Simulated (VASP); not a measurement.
Wanted: the native input for a VASP 6.6.1 run.

| Property | Result |
| --- | --- |
| Task | single point |
| Functional | r2SCAN |
| Potentials or basis | VASP PAW PBE potentials, release 64 (Si, C) |
| Cutoff | 660 eV |
| k mesh | 17 × 17 × 17 |
| Occupations | fermi-dirac, width 0.1 eV |
| Spin | no spin polarisation |
| Dipole correction | no |
| Further INCAR settings | ALGO = Normal; EDIFF = 1e-06; NBANDS = 11 |

Crystal: SiC (rocksalt type).

```
Si C
1.0
     0.00000    1.80518    1.80518
     1.80518    0.00000    1.80518
     1.80518    1.80518    0.00000
Si C
1 1
Direct
  0.00000 0.00000 0.00000
  0.50000 0.50000 0.50000
```

This cell differs from its parent crystal: volume scaled by 0.72.

The input as run:

POSCAR

```
SiC
1.0
    0.0000000000      1.8051779820      1.8051779820
    1.8051779820      0.0000000000      1.8051779820
    1.8051779820      1.8051779820      0.0000000000
Si C
1 1
Direct
    0.0000000000      0.0000000000      0.0000000000
    0.5000000000      0.5000000000      0.5000000000
```

INCAR.step1

```
SYSTEM = SiC
ALGO = Normal ; EDIFF = 1E-5
ENCUT = 660 ; GGA = PE
GGA_COMPAT = .FALSE. ; ISMEAR = -1
LASPH = .TRUE. ; LCHARG = .FALSE.
LREAL = .FALSE. ; LWAVE = .TRUE.
NBANDS = 11 ; NELM = 120
PREC = Accurate ; SIGMA = 0.1
```

INCAR.step2

```
SYSTEM = SiC
ALGO = Normal ; EDIFF = 1E-6
ENCUT = 660 ; GGA_COMPAT = .FALSE.
ISIF = 2 ; ISMEAR = -1
ISTART = 1 ; LASPH = .TRUE.
LCHARG = .FALSE. ; LMIXTAU = .TRUE.
LREAL = .FALSE. ; LWAVE = .FALSE.
METAGGA = R2SCAN ; NBANDS = 11
NELM = 120 ; PREC = Accurate
SIGMA = 0.1
```

KPOINTS

```
k-points
0
G
  17 17 17
  0 0 0
```

Potentials or basis: VASP PAW PBE potentials, release 64 (Si, C).

Command:

```bash
$ cat potpaw_PBE.64/Si/POTCAR potpaw_PBE.64/C/POTCAR > POTCAR
$ cp INCAR.step1 INCAR
$ mpirun -np 1 vasp_std > vasp.out
$ cp INCAR.step2 INCAR
$ mpirun -np 1 vasp_std > vasp.out
```

It gave:

* Pressure: 176.7 GPa
* Band gap on the k mesh: 1.13 eV, indirect (least direct gap 7.21 eV)

Caveat: the PAW data sets were made with another functional, which shifts forces and pressure a little.

Wall time 65 s on 1 thread of Intel Xeon 6975P-C, with other jobs on the host, peak memory 0.16 GiB.
